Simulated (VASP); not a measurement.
A run of VASP 6.6.1:

File INCAR:

```
PREC = Accurate
ENCUT = 600
EDIFF = 1E-6
ISMEAR = -1
SIGMA = 0.05
LREAL = False
LASPH = True
NELM = 80
ALGO = Normal
ISIF = 3
LWAVE = False
LCHARG = False
GGA = PE
IBRION = 2
NSW = 80
EDIFFG = -0.01
PSTRESS = 200.0
```

The input KPOINTS:

```
Automatic mesh
0
Gamma
  8 8 4
```

The input POSCAR:

```
Ti
1.0
    2.9200000000      0.0000000000      0.0000000000
   -1.4600000000      2.5287941791      0.0000000000
    0.0000000000      0.0000000000      4.7683600000
Ti
2
Direct
    0.3333333333      0.6666666667      0.2500000000
    0.6666666667      0.3333333333      0.7500000000
```

Potentials or basis: VASP PAW PBE potentials, release 64 (Ti_sv).

Launch:

```bash
$ cat potpaw_PBE.64/Ti_sv/POTCAR > POTCAR
$ mpirun -np 1 vasp_std > vasp.out
```

Hardware: 1 thread of AMD EPYC 9R45 96-Core Processor (Zen 5), with other jobs on the host.

Estimate the wall time of this run.

It took 80 s on 1 thread of AMD EPYC 9R45 96-Core Processor (Zen 5), on a shared host, peak memory 0.14 GiB. Counts: scf iterations 91, k points 30, ion steps 10.
